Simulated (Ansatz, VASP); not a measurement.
## GaN in VASP and in Ansatz

The input INCAR:

```
PREC = Accurate
ENCUT = 520
EDIFF = 1E-6
ISMEAR = 0
SIGMA = 0.05
LREAL = F
LASPH = T
NELM = 80
ALGO = Normal
ISIF = 2
LWAVE = F
LCHARG = F
GGA = PE
NBANDS = 26
```

The input KPOINTS:

```
regular mesh
0
Gamma
  12 12 6
```

The input POSCAR:

```
GaN
1.0
    3.1799996605      0.0000000000      0.0000000000
   -1.5899998303      2.7815000949      0.0000000000
    0.0000000000      0.0000000000      5.1660000000
Ga N
2 2
Direct
    0.3333333333      0.6666666667      0.0000000000
    0.6666666667      0.3333333333      0.5000000000
    0.3333333333      0.6666666667      0.3750000000
    0.6666666667      0.3333333333      0.8750000000
```

Input for Ansatz:

```yaml
crystal:
  lattice:
    - [3.1799996605, 0.0, 0.0]
    - [-1.5899998303, 2.7815000949, 0.0]
    - [0.0, 0.0, 5.166]
  atoms:
    - { symbol: Ga, position: [0.3333333333, 0.6666666667, 0.0] }
    - { symbol: Ga, position: [0.6666666667, 0.3333333333, 0.5] }
    - { symbol: "N", position: [0.3333333333, 0.6666666667, 0.375] }
    - { symbol: "N", position: [0.6666666667, 0.3333333333, 0.875] }
basis:
  ecutwfc: 420
kpoints:
  mp_grid: { grid: [12, 12, 6] }
hamiltonian:
  xc: pbe
scf:
  occupations: { method: gaussian, width: 0.05 }
output:
  forces: true
  stress: true
  eigenvalues: true
```

Change from the starting cell: strain +0.0100 x Voigt [0, 1, 0, 0, 0, 0], atoms carried along.

Alike in both runs: task single point; functional PBE; k mesh 12 × 12 × 6; occupations gaussian, width 0.05 eV; no spin polarisation.

```csv
,VASP,Ansatz
version,VASP 6.6.1,Ansatz 0.2.0
potentials or method,"VASP PAW PBE potentials, release 64 (Ga_d, N), cutoff 520 eV","scalar-relativistic, plane waves, PAW"
valence electrons in the cell,36,36
```

```csv
,VASP,Ansatz,Ansatz less VASP
gap on the k mesh at the Fermi level (eV),1.90,1.89,-0.008
least direct gap on the mesh (eV),1.90,1.89,-0.008
pressure (GPa),5.4,5.4,-0.08
"traceless stress, the component that is largest in VASP (GPa)",-2.83,-2.83,-0.002
rms of the force components (eV/Å),0.118,0.120,+0.0021
```

Atom by atom the forces differ by 0.002 eV/Å (rms over components).
